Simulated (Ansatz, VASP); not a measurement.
# RuBrCl4 in VASP and in Ansatz

INCAR

```
PREC = Accurate
ENCUT = 520
EDIFF = 1E-6
ISMEAR = 0
SIGMA = 0.1
LREAL = False
LASPH = True
NELM = 150
ALGO = Normal
ISIF = 2
LWAVE = False
LCHARG = False
ISPIN = 2
MAGMOM = 1 0 0 0 0 0
LORBIT = 11
LMAXMIX = 4
GGA = PE
NBANDS = 38
```

KPOINTS

```
regular mesh
0
Gamma
  4 4 4
```

POSCAR

```
RuBrCl4
1.0
    4.6773238500      0.0000000000      0.0000000000
    0.0000000000      4.6773238500      0.0000000000
    0.0000000000      0.0000000000      6.7213167700
Ru Br Cl
1 1 4
Direct
    0.0000000000      0.0000000000      0.0000000000
    0.5000000000      0.5000000000      0.5000000000
    0.5000000000      0.0000000000      0.7631459800
    0.0000000000      0.5000000000      0.2368540200
    0.5000000000      0.0000000000      0.2368540200
    0.0000000000      0.5000000000      0.7631459800
```

Input for Ansatz:

```yaml
crystal:
  lattice:
    - [4.67732385, 0.0, 0.0]
    - [0.0, 4.67732385, 0.0]
    - [0.0, 0.0, 6.72131677]
  atoms:
    - { symbol: Ru, position: [0.0, 0.0, 0.0], spin: 1.0 }
    - { symbol: Br, position: [0.5, 0.5, 0.5] }
    - { symbol: Cl, position: [0.5, 0.0, 0.76314598] }
    - { symbol: Cl, position: [0.0, 0.5, 0.23685402] }
    - { symbol: Cl, position: [0.5, 0.0, 0.23685402] }
    - { symbol: Cl, position: [0.0, 0.5, 0.76314598] }
basis:
  ecutwfc: 420
kpoints:
  mp_grid: { grid: [4, 4, 4] }
hamiltonian:
  xc: pbe
scf:
  occupations: { method: gaussian, width: 0.1 }
  lower_state_search: "off"
output:
  forces: true
  stress: true
  eigenvalues: true
  populations: true
magnetization:
  spin_polarized: true
```

Change from the starting cell: species swapped into the CePrO4 type (P4/mmm, No. 123).

Alike in both runs: task single point; functional PBE; k mesh 4 × 4 × 4; occupations gaussian, width 0.1 eV; collinear spin.

```csv
,VASP,Ansatz
version,VASP 6.6.1,Ansatz 0.2.0
potentials or method,"VASP PAW PBE potentials, release 64 (Ru_pv, Br, Cl), cutoff 520 eV","scalar-relativistic, plane waves, PAW"
valence electrons in the cell,49,51
```

|  | VASP | Ansatz | Ansatz less VASP |
| --- | --- | --- | --- |
| gap on the k mesh at the Fermi level (eV) | none | none | - |
| pressure (GPa) | -0.9 | -0.9 | +0.04 |
| traceless stress, the component that is largest in VASP (GPa) | 0.90 | 0.90 | -0.001 |
| rms of the force components (eV/Å) | 0.341 | 0.343 | +0.0023 |
| net moment per atom (μB) | 0.30 | 0.30 | +0.005 |
| size of the moment on the site where the two differ most (μB) | 0.86 | 0.93 | +0.061 |

Site moments also hang on the region over which each program counts them. Atom by atom the forces differ by 0.002 eV/Å (rms over components). A gap of «none» marks a metal or a gap that the smearing closes. The functional is the same, so the differences come from potentials, cutoffs and numerics. VASP's potentials hold 49 valence electrons a cell and Ansatz's 51, so a difference there can come from the potentials and not from the codes.
